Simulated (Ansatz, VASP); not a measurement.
**Two plane-wave programs on BiTe**

```
Bi Te
1.0
     0.00000    3.23500    3.23500
     3.23500    0.00000    3.23500
     3.23500    3.23500    0.00000
Bi Te
1 1
Direct
  0.00000 0.00000 0.00000
  0.50000 0.50000 0.50000
```

Alike in both runs: task single point; functional RPBE; k mesh 7 × 7 × 7; occupations gaussian, width 0.1 eV; no spin polarisation.

```csv
,VASP,Ansatz
version,VASP 6.6.1,Ansatz 0.2.0
potentials or method,"VASP PAW PBE potentials, release 64 (Bi_d, Te)",Ansatz PAW
plane-wave cutoff (eV),520,420
valence electrons in the cell,21,31
```

```csv
,VASP,Ansatz,Ansatz less VASP
gap on the k mesh at the Fermi level (eV),none,none,-
pressure (GPa),2.2,2.2,+0.07
```

VASP's potentials were made for PBE, not for RPBE. A gap of «none» marks a metal or a gap that the smearing closes. VASP's potentials hold 21 valence electrons a cell and Ansatz's 31, so a difference there can come from the potentials and not from the codes.

Neither program's run includes spin-orbit coupling.
